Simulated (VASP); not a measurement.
Li, 2 atoms in the cell. It takes space group P6/mmm (No. 191, hexagonal). Conventional cell: a = 4.778 Å, b = 4.778 Å, c = 5.803 Å, α = 90.00°, β = 90.00°, γ = 120.00°. Li (site symmetry -6m2) has 3 Li at 2.76 Å within 3.6 Å. The cell was generated, and may not be a known phase.

| Property | Result |
| --- | --- |
| Program | VASP 6.6.1 |
| Task | relaxation of cell and atoms |
| Functional | PBE |
| Potentials or basis | VASP PAW PBE potentials, release 64 (Li_sv) |
| Cutoff | 600 eV |
| k mesh | 12 × 12 × 10 |
| Occupations | gaussian, width 0.1 eV |
| Spin | no spin polarisation |
| Dipole correction | no |
| Further INCAR settings | ALGO = Fast; EDIFF = 1e-06; IBRION = 2; EDIFFG = -0.01; NSW = 100; ISIF = 3 |

Potentials or basis: VASP PAW PBE potentials, release 64 (Li_sv).

Command:

```bash
$ cat potpaw_PBE.64/Li_sv/POTCAR > POTCAR
$ mpirun -np 1 vasp_std > vasp.out
```

Hardware: 1 thread of Intel Xeon 8259CL (shared host).

How long does it take, and how much memory?

Wall time 22 min on 1 thread of Intel Xeon 8259CL (shared host), peak memory 0.33 GiB. Counts: scf iterations 158, k points 114, ion steps 14.
